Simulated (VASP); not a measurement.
Runs of VASP 6.6.1 on P. The structure is that of space group Pm-3m (No. 221), or close to it. The cells are those of the table. 

| task | cell | k mesh | cutoff (eV) | smearing | gap on the mesh (eV) | pressure (GPa) |
| --- | --- | --- | --- | --- | --- | --- |
| single point | a = 4.273, b = 4.273, c = 4.378 Å, 1 atom | 4 × 4 × 4 | 520 | gaussian 0.1 eV | none | (a) |
| single point | a = 2.390 Å, 1 atom | 18 × 18 × 18 | 520 | gaussian 0.1 eV | none | 0.1 |
| single point | a = 2.390 Å, 1 atom | 28 × 28 × 28 | 520 | gaussian 0.15 eV | none | 0.2 |
| relaxation of cell and atoms | relaxed from a = 2.392, b = 2.392, c = 2.392 Å, 1 atom | 18 × 18 × 18 | 600 | gaussian 0.1 eV | none | 0.1 |
| single point | a = 2.390 Å, 1 atom | 24 × 24 × 24 | 520 | gaussian 0.15 eV | none | 0.1 |

Alike in all rows: level PBEsol+D3(BJ); potentials or basis VASP PAW PBE potentials, release 64 (P); no spin polarisation.

Q: Estimate the missing entries.

A: (a) -3.7.

Caveats: some runs use coarse meshes; the PAW data sets were made with another functional, which shifts forces and pressure a little; pairwise dispersion overbinds metals, which lowers pressure and volume.

A gap of «none» marks levels without a gap at the run's occupations.
